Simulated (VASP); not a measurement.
Wanted: the native input for a VASP 6.6.1 run.

| Item | Value |
| --- | --- |
| Task | single point |
| Functional | PBEsol |
| Potentials or basis | VASP PAW PBE potentials, release 64 (Ti_sv, Co) |
| Cutoff | 520 eV |
| k mesh | 12 × 12 × 12 |
| Occupations | gaussian, width 0.1 eV |
| Spin | no spin polarisation |
| Dipole correction | no |
| Further INCAR settings | ALGO = Fast; EDIFF = 1e-07; NBANDS = 28 |

The structure of TiCo3 lies in POSCAR:

```
TiCo3
1.0
    3.6140000000      0.0000000000      0.0000000000
    0.0000000000      3.6140000000      0.0000000000
    0.0000000000      0.0000000000      3.6140000000
Ti Co
1 3
Direct
    0.0000000000      0.0000000000      0.0000000000
    0.0000000000      0.5000000000      0.5000000000
    0.5000000000      0.0000000000      0.5000000000
    0.5000000000      0.5000000000      0.0000000000
```

One way to write it, as run:

INCAR

```
PREC = Accurate
ENCUT = 520
EDIFF = 1E-7
ISMEAR = 0
SIGMA = 0.1
LREAL = False
LASPH = True
NELM = 100
ALGO = Fast
ISIF = 2
LWAVE = False
LCHARG = True
GGA = PS
LELF = True
LVHAR = True
NBANDS = 28
```

KPOINTS

```
Automatic mesh
0
Gamma
  12 12 12
```

Potentials or basis: VASP PAW PBE potentials, release 64 (Ti_sv, Co).

Command:

```sh
$ cat potpaw_PBE.64/Ti_sv/POTCAR potpaw_PBE.64/Co/POTCAR > POTCAR
$ mpirun -np 1 vasp_std > vasp.out
```

It gave:

```
Pressure               : -15.4 GPa
Band gap on the k mesh : zero (an odd number of electrons rules out a gap without spin polarisation)
```

Caveat: the cell stands under tension; the PAW data sets were made with another functional, which shifts forces and pressure a little; the run has no spin polarisation, though such a crystal can be magnetic.

Wall time 7.7 min on 1 thread of Intel Xeon 8259CL (shared host), peak memory 0.23 GiB.
